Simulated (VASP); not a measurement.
As:

```xyz
2
Lattice="1.9036 1.0991 3.6082 -1.9036 1.0991 3.6082 0.0000 -2.1981 3.6082" Properties=species:S:1:pos:R:3 pbc="T T T"
As    0.0000    0.0000    8.3750
As    0.0000    0.0000    2.4495
```

Base run:

```yaml
Program: VASP 6.6.1
Functional: PBE
Potentials_or_basis: VASP PAW PBE potentials, release 64 (As)
Cutoff: 520 eV
k_mesh: 8 × 8 × 8
Occupations: fermi-dirac, width 0.1 eV
Spin: no spin polarisation
```

Its results: pressure 0.2 GPa; largest force 0.038 eV/Å.

**Question.** The run is repeated on the same cell with these changes: k mesh from 8 × 8 × 8 to 2 × 2 × 2. What comes out?

**Answer.** Pressure 10.9 GPa; largest force 2.361 eV/Å.

Caveats: some runs use coarse meshes; forces of over 1 eV/Å act on the atoms, so gaps and moduli don't describe the material at rest (at least some runs).
